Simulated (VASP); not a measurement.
# Hf2AlN3 (P3m1) in VASP: a series of runs, part 2 of 2

VASP 6.6.1.

## Step 5: Single point, PBE

INCAR

```
PREC = Accurate
ENCUT = 520
EDIFF = 1E-7
ISMEAR = 0
SIGMA = 0.1
LREAL = F
LASPH = T
NELM = 100
ALGO = Normal
ISIF = 2
LWAVE = F
LCHARG = T
GGA = PE
LELF = T
LVHAR = T
NBANDS = 28
```

KPOINTS

```
regular mesh
0
Gamma
  12 12 6
```

POSCAR

```
Hf2AlN3
1.0
    3.3642626921      0.0000000000      0.0000000000
   -1.6821313461      2.9135369564      0.0000000000
    0.0000000000      0.0000000000      8.2999475690
Hf Al N
2 1 3
Direct
    0.0000000000      0.0000000000      0.9882078742
    0.3333333333      0.6666666667      0.3377200625
    0.6666666667      0.3333333333      0.6732539549
    0.0000000000      0.0000000000      0.7281619980
    0.6666666667      0.3333333333      0.4388675033
    0.3333333333      0.6666666667      0.0837886073
```

Launch:

```
$ cat potpaw_PBE.64/Hf_pv/POTCAR potpaw_PBE.64/Al/POTCAR potpaw_PBE.64/N/POTCAR > POTCAR
$ mpirun -np 1 vasp_std > vasp.out
```

It took 2 min on 1 thread of Intel Xeon 6975P-C (Granite Rapids), shared host; peak memory 0.35 GiB.

The run converged. Its results:

```
Free energy            : -56.3810 eV
Pressure               : -0.8 GPa
Largest force          : 0.056 eV/Å
Band gap on the k mesh : zero (bands 19 and 20 overlap by 1.09 eV)
```

Forces in eV/Å, atoms in the order of the input:
```
Hf   0.000  0.000  0.006
Hf   0.000  0.000  0.008
Al   0.000  0.000 -0.012
N    0.000  0.000  0.050
N    0.000  0.000 -0.056
N    0.000  0.000  0.004
```

Stress tensor (GPa, compression positive):
```
-0.78  0.00  0.00
 0.00 -0.78  0.00
 0.00  0.00 -0.87
```

Levels at points of the mesh, in eV from the Fermi level:
```
           k point  band 17  band 18  band 19  band 20  band 21  band 22
(0.00, 0.00, 0.00)    -3.60    -3.60    -0.78     1.25     2.05     2.05
(0.50, 0.00, 0.00)    -3.83    -3.64    -0.88     0.53     1.27     2.16
(0.00, 0.00, 0.50)    -3.61    -3.61    -0.02     0.78     2.08     2.08
(0.50, 0.00, 0.50)    -3.59    -3.52    -0.66    -0.18     1.64     2.07
```

Caveat: spin-orbit coupling is left out, which moves the levels of the heavy elements.

## Step 6: Relaxation of cell and atoms, PBE

INCAR

```
PREC = Accurate
ENCUT = 600
EDIFF = 1E-7
ISMEAR = 0
SIGMA = 0.1
LREAL = False
LASPH = True
NELM = 60
ALGO = Normal
ISIF = 3
LWAVE = False
LCHARG = False
GGA = PE
IBRION = 2
NSW = 100
EDIFFG = -0.01
```

KPOINTS

```
Automatic mesh
0
Gamma
  12 12 6
```

POSCAR

```
Hf2AlN3
1.0
    3.3626174374      0.0000000000      0.0000000000
   -1.6813087187      2.9121121240      0.0000000000
    0.0000000000      0.0000000000      8.3074804278
Hf Al N
2 1 3
Direct
    0.0000000000      0.0000000000      0.9878586688
    0.3333333333      0.6666666667      0.3376280016
    0.6666666667      0.3333333333      0.6727327257
    0.0000000000      0.0000000000      0.7281497678
    0.6666666667      0.3333333333      0.4389455950
    0.3333333333      0.6666666667      0.0846852412
```

Potentials or basis: VASP PAW PBE potentials, release 64 (Hf_pv, Al, N).

Launch:

```
$ cat potpaw_PBE.64/Hf_pv/POTCAR potpaw_PBE.64/Al/POTCAR potpaw_PBE.64/N/POTCAR > POTCAR
$ mpirun -np 1 vasp_std > vasp.out
```

It took 7.3 min on 1 thread of Intel Xeon 6975P-C (Granite Rapids), shared host; peak memory 0.39 GiB.

Results (log left out):

```
Free energy                           : -56.3869 eV
Relaxed volume                        : 13.50 Å³/atom
Relaxed cell                          : a = 3.360 Å, b = 3.360 Å, c = 8.285 Å, α = 90.00°, β = 90.00°, γ = 120.00°
Space group after relaxing (to 0.1 Å) : P3m1 (No. 156)
Energy gained by relaxing             : 0.3 meV/atom
Ionic steps                           : 7
Pressure after relaxing               : 0.0 GPa
Largest force after relaxing          : 0.003 eV/Å
Band gap on the k mesh                : zero (bands 19 and 20 overlap by 1.10 eV)
```

Forces in eV/Å, atoms in the order of the input:
```
Hf   0.000  0.000 -0.002
Hf   0.000  0.000  0.002
Al   0.000  0.000 -0.002
N    0.000  0.000  0.003
N    0.000  0.000  0.002
N    0.000  0.000 -0.003
```

Step by step:
```tsv
step	energy change (eV)	largest force (eV/Å)	pressure (GPa)	volume (Å³)
1	0.0000	0.0811	-0.91	81.35
2	0.0007	0.0569	1.28	80.45
3	-0.0014	0.0458	0.07	80.94
4	-0.0016	0.0220	0.03	80.96
5	-0.0016	0.0205	-0.01	80.99
6	-0.0016	0.0160	0.00	80.98
7	-0.0016	0.0033	0.00	80.98
```

Final structure:
```cif
data_structure
_symmetry_space_group_name_H-M 'P 1'
_symmetry_Int_Tables_number 1
_cell_length_a 3.3596
_cell_length_b 3.3596
_cell_length_c 8.2847
_cell_angle_alpha 90.000
_cell_angle_beta 90.000
_cell_angle_gamma 120.000
_cell_volume 80.98
loop_
_atom_site_label
_atom_site_type_symbol
_atom_site_fract_x
_atom_site_fract_y
_atom_site_fract_z
_atom_site_occupancy
Hf1 Hf 0.00000 0.00000 0.98829 1
Hf2 Hf 0.33333 0.66667 0.33775 1
Al1 Al 0.66667 0.33333 0.67321 1
N1 N 0.00000 0.00000 0.72828 1
N2 N 0.66667 0.33333 0.43856 1
N3 N 0.33333 0.66667 0.08391 1
```

Levels at points of the mesh, in eV from the Fermi level:
| k point | band 16 | band 17 | band 18 | band 19 | band 20 | band 21 | band 22 | band 23 |
| --- | --- | --- | --- | --- | --- | --- | --- | --- |
| (0.00, 0.00, 0.00) | -4.11 | -3.62 | -3.62 | -0.77 | 1.26 | 2.06 | 2.06 | 2.39 |
| (0.50, 0.00, 0.00) | -4.09 | -3.84 | -3.65 | -0.88 | 0.53 | 1.29 | 2.17 | 2.89 |
| (0.00, 0.00, 0.50) | -4.47 | -3.63 | -3.63 | -0.01 | 0.80 | 2.09 | 2.09 | 2.32 |
| (0.50, 0.00, 0.50) | -4.40 | -3.60 | -3.53 | -0.66 | -0.18 | 1.65 | 2.08 | 3.19 |

Caveat: spin-orbit coupling is left out, which moves the levels of the heavy elements.

## Step 7: Summary

| task | cell | k mesh | cutoff (eV) | gap on the mesh (eV) | pressure (GPa) | relaxed volume (Å³/atom) | largest force (eV/Å) |
| --- | --- | --- | --- | --- | --- | --- | --- |
| single point | a = 3.363, b = 3.363, c = 8.307 Å, angles 90.0, 90.0, 120.0°, 6 atoms, atomic positions A | 6 × 6 × 2 | 520 | none | -1.0 | - | 0.07 |
| single point | a = 3.432, b = 3.432, c = 8.407 Å, angles 90.0, 90.0, 120.0°, 6 atoms, atomic positions B | 6 × 6 × 2 | 520 | none | -5.5 | - | 2.19 |
| relaxation of cell and atoms | relaxed from a = 3.432, b = 3.432, c = 8.407 Å, angles 90.0, 90.0, 120.0°, 6 atoms, atomic positions B | 6 × 6 × 2 | 600 | none | 0.1 | 13.48 | 0.02 |
| single point | a = 3.364, b = 3.364, c = 8.300 Å, angles 90.0, 90.0, 120.0°, 6 atoms, atomic positions C | 12 × 12 × 6 | 520 | none | -0.8 | - | 0.06 |
| relaxation of cell and atoms | relaxed from a = 3.363, b = 3.363, c = 8.307 Å, angles 90.0, 90.0, 120.0°, 6 atoms, atomic positions A | 12 × 12 × 6 | 600 | none | 0.0 | 13.50 | - |

Alike in all rows: level PBE; potentials or basis VASP PAW PBE potentials, release 64 (Hf_pv, Al, N); no spin polarisation; smearing gaussian 0.1 eV.

Caveats: some runs use coarse meshes; spin-orbit coupling is left out, which moves the levels of the heavy elements; forces of over 1 eV/Å act on the atoms, so gaps and moduli don't describe the material at rest (at least some runs).

Absolute energies hang on the potentials; compare differences alone.
